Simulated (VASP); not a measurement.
# Fe3Ge (Fm-3m) in VASP: single point with r2SCAN

Aim: the single point of Fe3Ge with r2SCAN.

Program: VASP 6.6.1. These are calculated values, not measurements. Logs are shortened: lines on timing, memory, paths and dates and some standing lists are left out, and cuts for length are marked.

## 1. The cell of the first run

It takes space group Fm-3m (No. 225, cubic). Conventional cell: a = 5.736 Å, b = 5.736 Å, c = 5.736 Å, α = 90.00°, β = 90.00°, γ = 90.00°. Fe (site symmetry m-3m) has 8 Fe at 2.48 Å and 6 Ge at 2.87 Å within 3.3 Å. Fe (site symmetry -43m) has 10 Fe at 2.48 to 2.87 Å and 4 Ge at 2.48 Å within 3.3 Å. Within 3.3 Å of Ge (site symmetry m-3m) lie 14 Fe at 2.48 to 2.87 Å.

## 2. Single point, r2SCAN, collinear spin, ferromagnetic start

POSCAR reads:

```
Fe3Ge
1.0
    0.0000000000      2.8682334526      2.8682334526
    2.8682334526      0.0000000000      2.8682334526
    2.8682334526      2.8682334526      0.0000000000
Fe Ge
3 1
Direct
    0.5000000000      0.5000000000      0.5000000000
    0.2500000000      0.2500000000      0.2500000000
    0.7500000000      0.7500000000      0.7500000000
    0.0000000000      0.0000000000      0.0000000000
```

INCAR.step1 reads:

```
PREC = Accurate
ENCUT = 520
ISMEAR = 0
SIGMA = 0.02
LREAL = F
LASPH = T
NELM = 150
ISPIN = 2
MAGMOM = 3.5 3.5 3.5 0
LMAXMIX = 4
NBANDS = 31
GGA = PE
ALGO = Normal
EDIFF = 1E-4
LWAVE = T
LCHARG = F
```

INCAR.step2 reads:

```
PREC = Accurate
ENCUT = 520
EDIFF = 1E-6
ISMEAR = 0
SIGMA = 0.02
LREAL = F
LASPH = T
NELM = 150
ALGO = Normal
ISIF = 2
LWAVE = F
LCHARG = F
ISPIN = 2
MAGMOM = 3.5 3.5 3.5 0
LORBIT = 11
LMAXMIX = 4
METAGGA = R2SCAN
LMIXTAU = T
NBANDS = 31
ISTART = 1
```

KPOINTS reads:

```
Automatic mesh
0
Gamma
  7 7 7
```

Potentials or basis: VASP PAW PBE potentials, release 64 (Fe, Ge_d).

The run is started by

```sh
$ cat potpaw_PBE.64/Fe/POTCAR potpaw_PBE.64/Ge_d/POTCAR > POTCAR
$ cp INCAR.step1 INCAR
$ mpirun -np 1 vasp_std > vasp.out
$ cp INCAR.step2 INCAR
$ mpirun -np 1 vasp_std > vasp.out
```

OUTCAR:

```text
PREC = Accurate
   ENCUT = 520
   EDIFF = 1E-6
   ISMEAR = 0
   LREAL = F
   LASPH = T
   NELM = 150
   ISIF = 2
   ISPIN = 2
   LORBIT = 11
   METAGGA = R2SCAN
   ISTART = 1

 ion  position               nearest neighbor table
   1  0.500  0.500  0.500-   2 2.48   2 2.48   2 2.48   2 2.48   3 2.48   3 2.48   3 2.48   3 2.48
                             4 2.87   4 2.87   4 2.87   4 2.87   4 2.87   4 2.87
   2  0.250  0.250  0.250-   4 2.48   4 2.48   4 2.48   1 2.48   4 2.48   1 2.48   1 2.48   1 2.48
                             3 2.87   3 2.87   3 2.87   3 2.87   3 2.87   3 2.87
   3  0.750  0.750  0.750-   1 2.48   1 2.48   1 2.48   1 2.48   4 2.48   4 2.48   4 2.48   4 2.48
                             2 2.87   2 2.87   2 2.87   2 2.87   2 2.87   2 2.87
   4  0.000  0.000  0.000-   3 2.48   3 2.48   3 2.48   2 2.48   3 2.48   2 2.48   2 2.48   2 2.48
                             1 2.87   1 2.87   1 2.87   1 2.87   1 2.87   1 2.87

  LATTYP: Found a face centered cubic cell.
 ALAT       =     5.7364669052

  Lattice vectors:

 A1 = (   0.0000000000,   2.8682334526,   2.8682334526)
 A2 = (   2.8682334526,   0.0000000000,   2.8682334526)
 A3 = (   2.8682334526,   2.8682334526,   0.0000000000)

Analysis of symmetry for initial positions (statically):
=====================================================================
 Subroutine PRICEL returns:
 Original cell was already a primitive cell.

 Routine SETGRP: Setting up the symmetry group for a
 face centered cubic supercell.

 Subroutine GETGRP returns: Found 48 space group operations
 (whereof 48 operations were pure point group operations)
 out of a pool of 48 trial point group operations.

The static configuration has the point symmetry O_h .

Analysis of symmetry for dynamics (positions and initial velocities):
=====================================================================
 Subroutine PRICEL returns:
 Original cell was already a primitive cell.

 Routine SETGRP: Setting up the symmetry group for a
 face centered cubic supercell.

 Subroutine GETGRP returns: Found 48 space group operations
 (whereof 48 operations were pure point group operations)
 out of a pool of 48 trial point group operations.

The dynamic configuration has the point symmetry O_h .

Analysis of structural, dynamic, and magnetic symmetry:
=====================================================================
 Subroutine PRICEL returns:
 Original cell was already a primitive cell.

 Routine SETGRP: Setting up the symmetry group for a
 face centered cubic supercell.

 Subroutine GETGRP returns: Found 48 space group operations
 (whereof 48 operations were pure point group operations)
 out of a pool of 48 trial point group operations.

The overall configuration has the point symmetry O_h .

 Subroutine INISYM returns: Found 48 space group operations
 (whereof 48 operations are pure point group operations),
 and found     1 'primitive' translations

----------------------------------------------------------------------------------------

                                     Primitive cell

  volume of cell :      47.1926

  direct lattice vectors                    reciprocal lattice vectors
     0.000000000  2.868233453  2.868233453    -0.174323328  0.174323328  0.174323328
     2.868233453  0.000000000  2.868233453     0.174323328 -0.174323328  0.174323328
     2.868233453  2.868233453  0.000000000     0.174323328  0.174323328 -0.174323328

  length of vectors
     4.056294649  4.056294649  4.056294649     0.301936860  0.301936860  0.301936860

  position of ions in fractional coordinates (direct lattice)
     0.500000000  0.500000000  0.500000000
     0.250000000  0.250000000  0.250000000
     0.750000000  0.750000000  0.750000000
     0.000000000  0.000000000  0.000000000

  ion indices of the primitive-cell ions
   primitive index   ion index
                 1           1
                 2           2
                 3           3
                 4           4

----------------------------------------------------------------------------------------

 KPOINTS: Automatic mesh

Automatic generation of k-mesh.
 Grid dimensions read from file:
 generate k-points for:    7    7    7

 Generating k-lattice:

  Cartesian coordinates                     Fractional coordinates (reciprocal lattice)
    -0.024903333  0.024903333  0.024903333     0.142857143  0.000000000  0.000000000
     0.024903333 -0.024903333  0.024903333     0.000000000  0.142857143  0.000000000
     0.024903333  0.024903333 -0.024903333     0.000000000  0.000000000  0.142857143

  Length of vectors
     0.043133837  0.043133837  0.043133837

  Shift w.r.t. Gamma in fractional coordinates (k-lattice)
     0.000000000  0.000000000  0.000000000

 Subroutine IBZKPT returns following result:
 ===========================================

 Found     20 irreducible k-points:

 Following reciprocal coordinates:
            Coordinates               Weight
  0.000000  0.000000  0.000000      1.000000
  0.142857  0.000000  0.000000      8.000000
  0.285714  0.000000  0.000000      8.000000
  0.428571  0.000000  0.000000      8.000000
  0.142857  0.142857  0.000000      6.000000
  0.285714  0.142857  0.000000     24.000000
[... 12 lines left out ...]
 -0.428571  0.428571  0.142857     24.000000
 -0.285714  0.428571  0.142857     24.000000
   k-points           NKPTS =     20   k-points in BZ     NKDIM =     20   number of bands    NBANDS=     31
   number of dos      NEDOS =    301   number of ions     NIONS =      4
   total plane-waves  NPLWV =  27000
   dimension x,y,z NGX =    30 NGY =   30 NGZ =   30
   dimension x,y,z NGXF=    60 NGYF=   60 NGZF=   60
   ions per type =               3   1
   NGX,Y,Z   is equivalent  to a cutoff of  12.30, 12.30, 12.30 a.u.
   NGXF,Y,Z  is equivalent  to a cutoff of  24.59, 24.59, 24.59 a.u.
 SYSTEM =  unknown system
   PREC   = accura    normal or accurate (medium, high low for compatibility)
   ISTART =      1    job   : 0-new  1-cont  2-samecut
   ICHARG =      0    charge: 1-file 2-atom 10-const
   ISPIN  =      2    spin polarized calculation?
   LNONCOLLINEAR =      F non collinear calculations
   LSORBIT =      F    spin-orbit coupling
   LASPH  =      T    aspherical Exc in radial PAW
   ENCUT  =  520.0 eV  38.22 Ry    6.18 a.u.   7.54  7.54  7.54*2*pi/ulx,y,z
   NELM   =    150;   NELMIN=  2; NELMDL=  0     # of ELM steps
   EDIFF  = 0.1E-05   stopping-criterion for ELM
   LREAL  =      F    real-space projection
   EDIFFG = 0.1E-04   stopping-criterion for IOM
   NSW    =      0    number of steps for IOM
   IBRION =     -1    ionic relax: 0-MD 1-quasi-New 2-CG
   NFREE  =      0    steps in history (QN), initial steepest desc. (CG)
   ISIF   =      2    stress and relaxation
   ISYM   =      2    0-nonsym 1-usesym 2-fastsym
   POTIM  = 0.5000    time-step for ionic-motion
   TEBEG  =    0.0;   TEEND  =   0.0 temperature during run
   PSTRESS=    0.0 pullay stress
   NELECT =      38.0000    total number of electrons
   NUPDOWN=      -1.0000    fix difference up-down
   EMIN   =  10.00;   EMAX   =-10.00  energy-range for DOS
   EFERMI =   0.00;   METHOD = LEGACY
   ISMEAR =     0;   SIGMA  =   0.02  broadening in eV -4-tet -1-fermi 0-gaus
   EFERMI_NEDOS =   21; number of points for ismear=-14 and -15
   IALGO  =     38    algorithm
   IMIX   =      4    mixing-type and parameters
     AMIX     =   0.40;   BMIX     =  1.00
     AMIX_MAG =   1.60;   BMIX_MAG =  1.00
  volume/ion in A,a.u.               =      11.80        79.62
  Fermi-wavevector in a.u.,A,eV,Ry     =   1.523041  2.878130 31.560798  2.319653
  Thomas-Fermi vector in A             =   2.631538
   LORBIT       =     11    0 simple, 1 ext, 2 COOP (PROOUT), +10 PAW based schemes
   METAGGA = R2SCAN    functional components
   LHFCALC =     F    Hartree Fock is set to
   AEXX    =    0.0000 exact exchange contribution
   IVDW    =     0    specifies the selected vdW correction
   LEPSILON=     F    determine dielectric tensor
   LRPA    =     F    only Hartree local field effects (RPA)
 spin polarized calculation
 Gauss-broadening in eV      SIGMA  =   0.02
  energy-cutoff  :      520.00
  volume of cell :       47.19
 maximum number of plane-waves:      1283
 NGX is ok and might be reduce to    30
   NGX = 15   NGY = 15   NGZ = 15

 number of electron      38.0000019 magnetization       6.8830125

 Free energy of the ion-electron system (eV)
  ---------------------------------------------------
  ext. energy  EPLUGINS =         0.00000000
  ---------------------------------------------------
  free energy    TOTEN  =       -57.04695128 eV

  energy without entropy =      -57.04638872  energy(sigma->0) =      -57.04667000

 E-fermi :   7.5905     XC(G=0): -14.3854

 val. band max:        7.5138862737   @ k =  -0.2857   0.2857   0.0000
 cond. band min:       7.5954137620   @ k =   0.2857   0.2857   0.0000
 fundamental gap:      0.0815274883
 Fermi energy:         7.5904555283

 spin component 1

 k-point     1 :       0.0000    0.0000    0.0000
  band No.  band energies     occupation
      1     -17.8874      1.00000
      2     -17.8874      1.00000
      3     -17.8874      1.00000
      4     -17.8542      1.00000
      5     -17.8542      1.00000
      6      -4.9859      1.00000
[... 669 lines left out ...]
     30      19.3799      0.00000
     31      21.9446      0.00000
 Fermi energy:         7.5904555283

 spin component 2

 k-point     1 :       0.0000    0.0000    0.0000
  band No.  band energies     occupation
      1     -17.8947      1.00000
      2     -17.8947      1.00000
      3     -17.8947      1.00000
      4     -17.8777      1.00000
      5     -17.8777      1.00000
      6      -5.3342      1.00000
[... 669 lines left out ...]
     30      19.9366      0.00000
     31      22.6529      0.00000

------------------------ aborting loop because EDIFF is reached ----------------------------------------

  FORCE on cell =-STRESS in cart. coord.  units (eV):
  Direction    XX          YY          ZZ          XY          YZ          ZX
  --------------------------------------------------------------------------------------
  -------------------------------------------------------------------------------------
  Total       -0.0238378     -0.0238378     -0.0238378      0.0000000      0.0000000      0.0000000
  in kB       -0.8092892     -0.8092892     -0.8092892      0.0000000      0.0000000      0.0000000
  external PRESSURE =      -0.8092892 kB  Pullay stress =       0.0000000 kB

 VOLUME and BASIS-vectors are now :
 -----------------------------------------------------------------------------
  energy-cutoff  :      520.00
  volume of cell :       47.19
      direct lattice vectors                 reciprocal lattice vectors
     0.000000000  2.868233453  2.868233453    -0.174323328  0.174323328  0.174323328
     2.868233453  0.000000000  2.868233453     0.174323328 -0.174323328  0.174323328
     2.868233453  2.868233453  0.000000000     0.174323328  0.174323328 -0.174323328

 POSITION                                       TOTAL-FORCE (eV/Angst)
 -----------------------------------------------------------------------------------
      2.86823      2.86823      2.86823        -0.000000      0.000000     -0.000000
      1.43412      1.43412      1.43412         0.000000      0.000000      0.000000
      4.30235      4.30235      4.30235        -0.000000     -0.000000     -0.000000
      0.00000      0.00000      0.00000        -0.000000      0.000000     -0.000000
 -----------------------------------------------------------------------------------
    total drift:                                0.000000     -0.000000     -0.000000

  FREE ENERGIE OF THE ION-ELECTRON SYSTEM (eV)
  ---------------------------------------------------
  free  energy   TOTEN  =       -57.0469512794 eV

  energy  without entropy=      -57.0463887249  energy(sigma->0) =      -57.04667000

 total charge

# of ion       s       p       d       tot
------------------------------------------
    1        0.454   0.531   6.253   7.239
    2        0.428   0.548   6.353   7.329
    3        0.428   0.548   6.353   7.329
    4        1.046   1.340  10.130  12.516
--------------------------------------------------
tot          2.356   2.968  29.090  34.413

 magnetization (x)

# of ion       s       p       d       tot
------------------------------------------
    1       -0.014  -0.053   2.692   2.625
    2        0.006  -0.042   2.298   2.262
    3        0.006  -0.042   2.298   2.262
    4        0.008  -0.093  -0.023  -0.108
--------------------------------------------------
tot          0.006  -0.230   7.265   7.041
```

Wall time 2.2 min (1 thread of Intel Xeon 6975P-C (Granite Rapids), shared host); peak memory 0.22 GiB.

What came out:

| Property | Result |
| --- | --- |
| Free energy | -57.0470 eV |
| Pressure | -0.1 GPa |
| Net moment | 6.88 μB per cell |
| Site moments | Fe +2.62, +2.26 (each value once); Ge -0.11 μB |
| Valence electrons inside the program's atomic spheres | Fe 7.24, 7.33 (each value once); Ge 12.52 |

Caveat: the PAW data sets were made with another functional, which shifts forces and pressure a little.
